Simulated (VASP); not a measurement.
# GaAs (I-4m2) in VASP: single point with r2SCAN

Aim: the single point of GaAs with r2SCAN.

Everything below comes from runs of VASP 6.6.1. Logs are shortened: lines on timing, memory, paths and dates and some standing lists are left out, and cuts for length are marked.

## (1) The cell of the first run

It takes space group I-4m2 (No. 119, tetragonal). Conventional cell: a = 4.083 Å, b = 4.083 Å, c = 5.573 Å, α = 90.00°, β = 90.00°, γ = 90.00°. Within 3.3 Å of Ga (site symmetry -4m2) lie 4 As at 2.47 Å. Within 3.3 Å of As (site symmetry -4m2) lie 4 Ga at 2.47 Å.

## (2) Single point, r2SCAN (epitaxial xy strain +1.9%)

Contents of POSCAR:

```
GaAs
1.0
    0.0000000000      2.8871950815      2.7866693110
    2.8871950815      0.0000000000      2.7866693110
    2.8871950815      2.8871950815      0.0000000000
Ga As
1 1
Direct
    0.0000000000      0.0000000000      0.0000000000
    0.2500000000      0.2500000000      0.2500000000
```

Contents of INCAR.step1:

```
PREC     = Accurate       # precision mode
ENCUT    = 520            # plane-wave cutoff, eV
ISMEAR   = 0              # smearing method
SIGMA    = 0.01           # smearing width, eV
LREAL    = False          # projectors in reciprocal space
LASPH    = True           # aspherical terms in the spheres
NELM     = 100            # most SCF steps
NBANDS   = 16             # bands
GGA      = PE             # functional
ALGO     = Normal         # electronic algorithm
EDIFF    = 1E-4           # SCF threshold, eV
LWAVE    = True           # write WAVECAR
LCHARG   = False          # write CHGCAR
```

Contents of INCAR.step2:

```
PREC     = Accurate       # precision mode
ENCUT    = 520            # plane-wave cutoff, eV
EDIFF    = 1E-6           # SCF threshold, eV
ISMEAR   = 0              # smearing method
SIGMA    = 0.01           # smearing width, eV
LREAL    = False          # projectors in reciprocal space
LASPH    = True           # aspherical terms in the spheres
NELM     = 100            # most SCF steps
ALGO     = Normal         # electronic algorithm
ISIF     = 2              # what is computed and relaxed
LWAVE    = False          # write WAVECAR
LCHARG   = False          # write CHGCAR
METAGGA  = R2SCAN         # meta-GGA
LMIXTAU  = True         
NBANDS   = 16             # bands
ISTART   = 1
```

Contents of KPOINTS:

```
regular mesh
0
Gamma
  8 8 8
```

Potentials or basis: VASP PAW PBE potentials, release 64 (Ga_d, As).

Launch:

```bash
$ cat potpaw_PBE.64/Ga_d/POTCAR potpaw_PBE.64/As/POTCAR > POTCAR
$ cp INCAR.step1 INCAR
$ mpirun -np 1 vasp_std > vasp.out
$ cp INCAR.step2 INCAR
$ mpirun -np 1 vasp_std > vasp.out
```

OUTCAR:

```text
PREC = Accurate
   ENCUT = 520
   EDIFF = 1E-6
   ISMEAR = 0
   LREAL = False
   LASPH = True
   NELM = 100
   ISIF = 2
   METAGGA = R2SCAN
   ISTART = 1

 ion  position               nearest neighbor table
   1  0.000  0.000  0.000-   2 2.47   2 2.47   2 2.47   2 2.47
   2  0.250  0.250  0.250-   1 2.47   1 2.47   1 2.47   1 2.47

  LATTYP: Found a body centered tetragonal cell.
 ALAT       =     4.0831104415
 C/A-ratio  =     1.3649737625

  Lattice vectors:

 A1 = (   0.0000000000,  -2.8871950815,  -2.7866693110)
 A2 = (   0.0000000000,   2.8871950815,  -2.7866693110)
 A3 = (   2.8871950815,   0.0000000000,   2.7866693110)

Analysis of symmetry for initial positions (statically):
=====================================================================
 Subroutine PRICEL returns:
 Original cell was already a primitive cell.

 Routine SETGRP: Setting up the symmetry group for a
 body centered tetragonal supercell.

 Subroutine GETGRP returns: Found  8 space group operations
 (whereof  8 operations were pure point group operations)
 out of a pool of 16 trial point group operations.

The static configuration has the point symmetry D_2d.

Analysis of symmetry for dynamics (positions and initial velocities):
=====================================================================
 Subroutine PRICEL returns:
 Original cell was already a primitive cell.

 Routine SETGRP: Setting up the symmetry group for a
 body centered tetragonal supercell.

 Subroutine GETGRP returns: Found  8 space group operations
 (whereof  8 operations were pure point group operations)
 out of a pool of 16 trial point group operations.

The dynamic configuration has the point symmetry D_2d.

 Subroutine INISYM returns: Found  8 space group operations
 (whereof  8 operations are pure point group operations),
 and found     1 'primitive' translations

----------------------------------------------------------------------------------------

                                     Primitive cell

  volume of cell :      46.4588

  direct lattice vectors                    reciprocal lattice vectors
     0.000000000  2.887195081  2.786669311    -0.173178461  0.173178461  0.179425667
     2.887195081  0.000000000  2.786669311     0.173178461 -0.173178461  0.179425667
     2.887195081  2.887195081  0.000000000     0.173178461  0.173178461 -0.179425667

  length of vectors
     4.012657634  4.012657634  4.083110441     0.303603571  0.303603571  0.303603571

  position of ions in fractional coordinates (direct lattice)
     0.000000000  0.000000000  0.000000000
     0.250000000  0.250000000  0.250000000
[... 79 lines left out ...]
   EDIFFG = 0.1E-04   stopping-criterion for IOM
   NSW    =      0    number of steps for IOM
   IBRION =     -1    ionic relax: 0-MD 1-quasi-New 2-CG
   NFREE  =      0    steps in history (QN), initial steepest desc. (CG)
   ISIF   =      2    stress and relaxation
   ISYM   =      2    0-nonsym 1-usesym 2-fastsym
   POTIM  = 0.5000    time-step for ionic-motion
   TEBEG  =    0.0;   TEEND  =   0.0 temperature during run
   PSTRESS=    0.0 pullay stress
   NELECT =      18.0000    total number of electrons
   NUPDOWN=      -1.0000    fix difference up-down
   EMIN   =  10.00;   EMAX   =-10.00  energy-range for DOS
   EFERMI =   0.00;   METHOD = LEGACY
   ISMEAR =     0;   SIGMA  =   0.01  broadening in eV -4-tet -1-fermi 0-gaus
   EFERMI_NEDOS =   21; number of points for ismear=-14 and -15
   IALGO  =     38    algorithm
   IMIX   =      4    mixing-type and parameters
     AMIX     =   0.40;   BMIX     =  1.00
     AMIX_MAG =   1.60;   BMIX_MAG =  1.00
  volume/ion in A,a.u.               =      23.23       156.76
  Fermi-wavevector in a.u.,A,eV,Ry     =   1.193465  2.255322 19.379584  1.424359
  Thomas-Fermi vector in A             =   2.329479
   LORBIT       =      0    0 simple, 1 ext, 2 COOP (PROOUT), +10 PAW based schemes
   METAGGA = R2SCAN    functional components
   LHFCALC =     F    Hartree Fock is set to
   AEXX    =    0.0000 exact exchange contribution
   IVDW    =     0    specifies the selected vdW correction
   LEPSILON=     F    determine dielectric tensor
   LRPA    =     F    only Hartree local field effects (RPA)
 non-spin polarized calculation
 Gauss-broadening in eV      SIGMA  =   0.01
  energy-cutoff  :      520.00
  volume of cell :       46.46
 maximum number of plane-waves:      1269
 NGX is ok and might be reduce to    30
   NGX = 15   NGY = 15   NGZ = 15

 number of electron      17.9999989 magnetization

 Free energy of the ion-electron system (eV)
  ---------------------------------------------------
  ext. energy  EPLUGINS =         0.00000000
  ---------------------------------------------------
  free energy    TOTEN  =       -27.04156989 eV

  energy without entropy =      -27.04156989  energy(sigma->0) =      -27.04156989

 E-fermi :   3.6211     XC(G=0): -10.1227

 val. band max:        3.5504422851   @ k =   0.0000   0.0000   0.0000
 cond. band min:       4.1837404964   @ k =   0.0000   0.0000   0.0000
 fundamental gap:      0.6332982113
 Fermi energy:         3.6210521586

 k-point     1 :       0.0000    0.0000    0.0000
  band No.  band energies     occupation
      1     -11.7745      2.00000
      2     -11.7745      2.00000
      3     -11.7658      2.00000
      4     -11.6929      2.00000
      5     -11.6859      2.00000
      6      -9.5842      2.00000
[... 433 lines left out ...]
      3     -11.7480      2.00000
      4     -11.6932      2.00000
      5     -11.6844      2.00000
      6      -8.3001      2.00000
[... 8 lines left out ...]
     15      14.0948      0.00000
     16      14.9560      0.00000

 [... further k-points ...]

------------------------ aborting loop because EDIFF is reached ----------------------------------------

  FORCE on cell =-STRESS in cart. coord.  units (eV):
  Direction    XX          YY          ZZ          XY          YZ          ZX
  --------------------------------------------------------------------------------------
  -------------------------------------------------------------------------------------
  Total       -0.6078610     -0.6078610      0.0308018      0.0000000      0.0000000      0.0000000
  in kB      -20.9626977    -20.9626977      1.0622314      0.0000000      0.0000000      0.0000000
  external PRESSURE =     -13.6210547 kB  Pullay stress =       0.0000000 kB

 VOLUME and BASIS-vectors are now :
 -----------------------------------------------------------------------------
  energy-cutoff  :      520.00
  volume of cell :       46.46
      direct lattice vectors                 reciprocal lattice vectors
     0.000000000  2.887195081  2.786669311    -0.173178461  0.173178461  0.179425667
     2.887195081  0.000000000  2.786669311     0.173178461 -0.173178461  0.179425667
     2.887195081  2.887195081  0.000000000     0.173178461  0.173178461 -0.179425667

 POSITION                                       TOTAL-FORCE (eV/Angst)
 -----------------------------------------------------------------------------------
      0.00000      0.00000      0.00000         0.000000      0.000000      0.000000
      1.44360      1.44360      1.39333        -0.000000     -0.000000     -0.000000
 -----------------------------------------------------------------------------------
    total drift:                               -0.000009     -0.000009      0.000016

  FREE ENERGIE OF THE ION-ELECTRON SYSTEM (eV)
  ---------------------------------------------------
  free  energy   TOTEN  =       -27.0415698855 eV

  energy  without entropy=      -27.0415698855  energy(sigma->0) =      -27.04156989
```

It took 4.6 min on 1 thread of Intel Xeon 8259CL, shared host; peak memory 0.2 GiB.

Results:

```
Free energy            : -27.0416 eV
Pressure               : -1.4 GPa
Band gap on the k mesh : 0.63 eV
```

Stress tensor (GPa, compression positive):
```
-2.10  0.00  0.00
 0.00 -2.10  0.00
 0.00  0.00  0.11
```

Levels at points of the mesh, in eV from the valence-band top:
| k point | band 5 | band 6 | band 7 | band 8 | band 9 | band 10 | band 11 | band 12 | band 13 | band 14 |
| --- | --- | --- | --- | --- | --- | --- | --- | --- | --- | --- |
| (0.00, 0.00, 0.00) | -15.24 | -13.13 | -0.20 | -0.20 | 0.00 | 0.63 | 3.84 | 3.95 | 3.95 | 8.02 |
| (0.50, 0.00, 0.00) | -15.23 | -11.37 | -6.79 | -1.41 | -1.13 | 1.13 | 4.73 | 4.99 | 8.14 | 10.75 |
| (0.50, 0.50, 0.00) | -15.22 | -10.55 | -6.85 | -2.96 | -2.96 | 1.53 | 1.60 | 10.50 | 10.50 | 11.52 |
| (0.50, 0.00, 0.50) | -15.23 | -10.68 | -7.06 | -2.73 | -2.71 | 1.76 | 1.95 | 10.33 | 10.52 | 11.22 |

Caveat: the cell differs from its parent crystal (epitaxial xy strain +1.9%); the PAW data sets were made with another functional, which shifts forces and pressure a little. A k mesh can miss the band edges.
